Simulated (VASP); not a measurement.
C18F, 19 atoms in the cell. The cell holds a slab with vacuum, 19 atoms: a = 7.398 Å, b = 7.398 Å, c = 12.000 Å, α = 90.00°, β = 90.00°, γ = 120.00°. 

* Program: VASP 6.6.1
* Task: single point
* Functional: PBE
* Potentials or basis: VASP PAW PBE potentials, release 64 (C, F)
* Cutoff: 520 eV
* k mesh: 2 × 2 × 1
* Occupations: fermi-dirac, width 0.05 eV
* Spin: collinear spin
* Starting moments: [0.0, 0.0, 0.0, 0.0, 0.0, 0.0, 0.0, 0.0, 0.0, 0.0, 0.0, 0.0, 0.0, 0.0, 0.0, 0.0, 0.0, 0.0, 1.0] μB
* Dipole correction: no
* Further INCAR settings: LREAL = Auto; ALGO = Normal; EDIFF = 1e-06; NBANDS = 58

Potentials or basis: VASP PAW PBE potentials, release 64 (C, F).

Launch:

```sh
$ cat potpaw_PBE.64/C/POTCAR potpaw_PBE.64/F/POTCAR > POTCAR
$ mpirun -np 1 vasp_std > vasp.out
```

Hardware: 1 thread of Intel Xeon 8259CL, on a shared host.

Problem. How long does it take, and how much memory?

Solution. Wall time 13 min on 1 thread of Intel Xeon 8259CL, with other jobs on the host, peak memory 0.83 GiB. Counts: scf iterations 27, k points 3.
